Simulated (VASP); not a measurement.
# CaYI3 (P6_3/mmc) in VASP: single point with PBE

Aim: the single point of CaYI3 with PBE.

Everything below comes from runs of VASP 6.6.1. Logs are shortened: lines on timing, memory, paths and dates and some standing lists are left out, and cuts for length are marked.

### Step 1. The cell of the first run

The structure is hexagonal, space group P6_3/mmc (No. 194). Conventional cell: a = 8.433 Å, b = 8.433 Å, c = 7.025 Å, α = 90.00°, β = 90.00°, γ = 120.00°. Ca (site symmetry -6m2) has 12 I at 4.22 to 4.23 Å and 6 Y at 5.18 Å within 5.5 Å. Y (site symmetry -3m) has 6 I at 3.07 Å and 2 Y at 3.51 Å within 4.0 Å. Within 4.4 Å of I (site symmetry mm2) lie 2 Y at 3.07 Å and 8 I at 4.07 to 4.36 Å and 4 Ca at 4.22 to 4.23 Å.

### Step 2. Single point, PBE

File INCAR:

```
SYSTEM = CaYI3
PREC = Accurate
ENCUT = 520
EDIFF = 1E-7
ISMEAR = 0
SIGMA = 0.1
LREAL = .False.
LASPH = .True.
NELM = 100
ALGO = Normal
ISIF = 2
LWAVE = .False.
LCHARG = .True.
GGA = PE
LELF = .True.
LVHAR = .True.
NBANDS = 53
```

File KPOINTS:

```
regular mesh
0
Gamma
  6 6 6
  0 0 0
```

File POSCAR:

```
CaYI3
1.0
    8.4327945488      0.0000000000      0.0000000000
   -4.2163972744      7.3030143042      0.0000000000
    0.0000000000      0.0000000000      7.0249962585
Ca Y I
2 2 6
Direct
    0.3333333333      0.6666666667      0.7500000000
    0.6666666667      0.3333333333      0.2500000000
    0.0000000000      0.0000000000      0.0000000000
    0.0000000000      0.0000000000      0.5000000000
    0.8274850063      0.6549700126      0.7500000000
    0.3450299874      0.1725149937      0.7500000000
    0.8274850063      0.1725149937      0.7500000000
    0.1725149937      0.3450299874      0.2500000000
    0.6549700126      0.8274850063      0.2500000000
    0.1725149937      0.8274850063      0.2500000000
```

Potentials or basis: VASP PAW PBE potentials, release 64 (Ca_sv, Y_sv, I).

Started as:

```console
> cat potpaw_PBE.64/Ca_sv/POTCAR potpaw_PBE.64/Y_sv/POTCAR potpaw_PBE.64/I/POTCAR > POTCAR
> mpirun -np 1 vasp_std > vasp.out
```

OUTCAR:

```text
SYSTEM = CaYI3
   PREC = Accurate
   ENCUT = 520
   EDIFF = 1E-7
   ISMEAR = 0
   LREAL = .False.
   LASPH = .True.
   NELM = 100
   ISIF = 2
   GGA = PE

 ion  position               nearest neighbor table
   1  0.333  0.667  0.750-
   2  0.667  0.333  0.250-
   3  0.000  0.000  0.000-   6 3.07   7 3.07   9 3.07  10 3.07   5 3.07   8 3.07   4 3.51   4 3.51

   4  0.000  0.000  0.500-   6 3.07   7 3.07   9 3.07  10 3.07   5 3.07   8 3.07   3 3.51   3 3.51

   5  0.827  0.655  0.750-   3 3.07   4 3.07
   6  0.345  0.173  0.750-   3 3.07   4 3.07
   7  0.827  0.173  0.750-   3 3.07   4 3.07
   8  0.173  0.345  0.250-   3 3.07   4 3.07
   9  0.655  0.827  0.250-   3 3.07   4 3.07
  10  0.173  0.827  0.250-   3 3.07   4 3.07

  LATTYP: Found a hexagonal cell.
 ALAT       =     8.4327945488
 C/A-ratio  =     0.8330567308

  Lattice vectors:

 A1 = (   8.4327945488,   0.0000000000,   0.0000000000)
 A2 = (  -4.2163972744,   7.3030143042,   0.0000000000)
 A3 = (   0.0000000000,   0.0000000000,   7.0249962585)

Analysis of symmetry for initial positions (statically):
=====================================================================
 Subroutine PRICEL returns:
 Original cell was already a primitive cell.

 Routine SETGRP: Setting up the symmetry group for a
 hexagonal supercell.

 Subroutine GETGRP returns: Found 24 space group operations
 (whereof 12 operations were pure point group operations)
 out of a pool of 24 trial point group operations.

The static configuration has the point symmetry D_3d.
 The point group associated with its full space group is D_6h.

Analysis of symmetry for dynamics (positions and initial velocities):
=====================================================================
 Subroutine PRICEL returns:
 Original cell was already a primitive cell.

 Routine SETGRP: Setting up the symmetry group for a
 hexagonal supercell.

 Subroutine GETGRP returns: Found 24 space group operations
 (whereof 12 operations were pure point group operations)
 out of a pool of 24 trial point group operations.

The dynamic configuration has the point symmetry D_3d.
 The point group associated with its full space group is D_6h.

 Subroutine INISYM returns: Found 24 space group operations
 (whereof 12 operations are pure point group operations),
[... 117 lines left out ...]
   NFREE  =      0    steps in history (QN), initial steepest desc. (CG)
   ISIF   =      2    stress and relaxation
   ISYM   =      2    0-nonsym 1-usesym 2-fastsym
   POTIM  = 0.5000    time-step for ionic-motion
   TEBEG  =    0.0;   TEEND  =   0.0 temperature during run
   PSTRESS=    0.0 pullay stress
   NELECT =      84.0000    total number of electrons
   NUPDOWN=      -1.0000    fix difference up-down
   EMIN   =  10.00;   EMAX   =-10.00  energy-range for DOS
   EFERMI =   0.00;   METHOD = LEGACY
   ISMEAR =     0;   SIGMA  =   0.10  broadening in eV -4-tet -1-fermi 0-gaus
   EFERMI_NEDOS =   21; number of points for ismear=-14 and -15
   IALGO  =     38    algorithm
   IMIX   =      4    mixing-type and parameters
     AMIX     =   0.40;   BMIX     =  1.00
     AMIX_MAG =   1.60;   BMIX_MAG =  1.00
  volume/ion in A,a.u.               =      43.26       291.96
  Fermi-wavevector in a.u.,A,eV,Ry     =   0.947970  1.791404 12.226841  0.898647
  Thomas-Fermi vector in A             =   2.076114
   LORBIT       =      0    0 simple, 1 ext, 2 COOP (PROOUT), +10 PAW based schemes
   GGA     = PE    functional components
   LHFCALC =     F    Hartree Fock is set to
   AEXX    =    0.0000 exact exchange contribution
   IVDW    =     0    specifies the selected vdW correction
   LEPSILON=     F    determine dielectric tensor
   LRPA    =     F    only Hartree local field effects (RPA)
 non-spin polarized calculation
 Gauss-broadening in eV      SIGMA  =   0.10
  energy-cutoff  :      520.00
  volume of cell :      432.63
 maximum number of plane-waves:     11672
 NGX is ok and might be reduce to    64
   NGX = 31   NGY = 31   NGZ = 27

 number of electron      84.0000003 magnetization

 Free energy of the ion-electron system (eV)
  ---------------------------------------------------
  ext. energy  EPLUGINS =         0.00000000
  ---------------------------------------------------
  free energy    TOTEN  =       -34.79196418 eV

  energy without entropy =      -34.73827358  energy(sigma->0) =      -34.76511888

 E-fermi :   4.1478     XC(G=0):  -7.8599

 val. band max:        4.1431683344   @ k =   0.5000   0.0000   0.3333
 cond. band min:       4.1500470738   @ k =   0.5000   0.0000   0.1667
 fundamental gap:      0.0068787394
 Fermi energy:         4.1477973478

 k-point     1 :       0.0000    0.0000    0.0000
  band No.  band energies     occupation
      1     -40.1006      2.00000
      2     -40.1006      2.00000
      3     -39.8677      2.00000
      4     -39.8389      2.00000
      5     -21.0247      2.00000
      6     -21.0245      2.00000
[... 1333 lines left out ...]
     52       5.1344      0.00000
     53       5.2177      0.00000

 [... further k-points ...]

------------------------ aborting loop because EDIFF is reached ----------------------------------------

  FORCE on cell =-STRESS in cart. coord.  units (eV):
  Direction    XX          YY          ZZ          XY          YZ          ZX
  --------------------------------------------------------------------------------------
  -------------------------------------------------------------------------------------
  Total       -0.0126823     -0.0126823     -0.0980337      0.0000000     -0.0000000      0.0000000
  in kB       -0.0469667     -0.0469667     -0.3630497      0.0000000     -0.0000000      0.0000000
  external PRESSURE =      -0.1523277 kB  Pullay stress =       0.0000000 kB

 VOLUME and BASIS-vectors are now :
 -----------------------------------------------------------------------------
  energy-cutoff  :      520.00
  volume of cell :      432.63
      direct lattice vectors                 reciprocal lattice vectors
     8.432794549  0.000000000  0.000000000     0.118584651  0.068464880  0.000000000
    -4.216397274  7.303014304  0.000000000     0.000000000  0.136929761  0.000000000
     0.000000000  0.000000000  7.024996258     0.000000000  0.000000000  0.142348830

 POSITION                                       TOTAL-FORCE (eV/Angst)
 -----------------------------------------------------------------------------------
     -0.00000      4.86868      5.26875         0.000000      0.000000      0.000000
      4.21640      2.43434      1.75625         0.000000      0.000000      0.000000
      0.00000      0.00000      0.00000         0.000000      0.000000     -0.000000
      0.00000      0.00000      3.51250         0.000000      0.000000     -0.000000
      4.21640      4.78326      5.26875         0.000000     -0.003579     -0.000000
      2.18218      1.25988      5.26875         0.003100      0.001790     -0.000000
      6.25062      1.25988      5.26875        -0.003100      0.001790     -0.000000
      0.00000      2.51976      1.75625         0.000000      0.003579      0.000000
      2.03422      6.04313      1.75625        -0.003100     -0.001790      0.000000
     -2.03422      6.04313      1.75625         0.003100     -0.001790      0.000000
 -----------------------------------------------------------------------------------
    total drift:                               -0.000000      0.000000     -0.000000

  FREE ENERGIE OF THE ION-ELECTRON SYSTEM (eV)
  ---------------------------------------------------
  free  energy   TOTEN  =       -34.7919641821 eV

  energy  without entropy=      -34.7382735805  energy(sigma->0) =      -34.76511888
```

stdout:

```text
POSCAR found type information on POSCAR CaY I
 POSCAR found :  3 types and      10 ions
 scaLAPACK will be used
 LDA part: xc-table for (Slater+PW92), standard interpolation
 POSCAR, INCAR and KPOINTS ok, starting setup
 FFT: planning ... GRIDC
 FFT: planning ... GRID_SOFT
 FFT: planning ... GRID
 WAVECAR not read
 entering main loop
```

Wall time 18 min (1 thread of Intel Xeon Platinum 8259CL at 2.50GHz (Skylake/Cascade Lake), shared host); peak memory 0.89 GiB.

Results:

* Free energy: -34.7920 eV
* Pressure: 0.0 GPa
* Largest force: 0.004 eV/Å
* Band gap on the k mesh: zero (bands 42 and 43 overlap by 0.74 eV)

Forces on the atoms (eV/Å):
```
Ca   0.000  0.000  0.000
Ca   0.000  0.000  0.000
Y    0.000  0.000  0.000
Y    0.000  0.000  0.000
I    0.000 -0.004  0.000
I    0.003  0.002  0.000
I   -0.003  0.002  0.000
I    0.000  0.004  0.000
I   -0.003 -0.002  0.000
I    0.003 -0.002  0.000
```

Levels at points of the mesh, in eV from the Fermi level:
```csv
k point,band 40,band 41,band 42,band 43,band 44,band 45
"(0.00, 0.00, 0.00)",-3.00,-1.02,-0.89,-0.47,0.05,0.05
"(0.50, 0.00, 0.00)",-3.32,-0.73,-0.09,0.14,0.39,0.87
"(0.00, 0.00, 0.50)",-3.35,-0.45,-0.45,0.48,0.48,0.58
"(0.50, 0.00, 0.50)",-3.32,0.02,0.02,0.66,0.66,0.68
```

Caveat: spin-orbit coupling is left out, which moves the levels of the heavy elements.
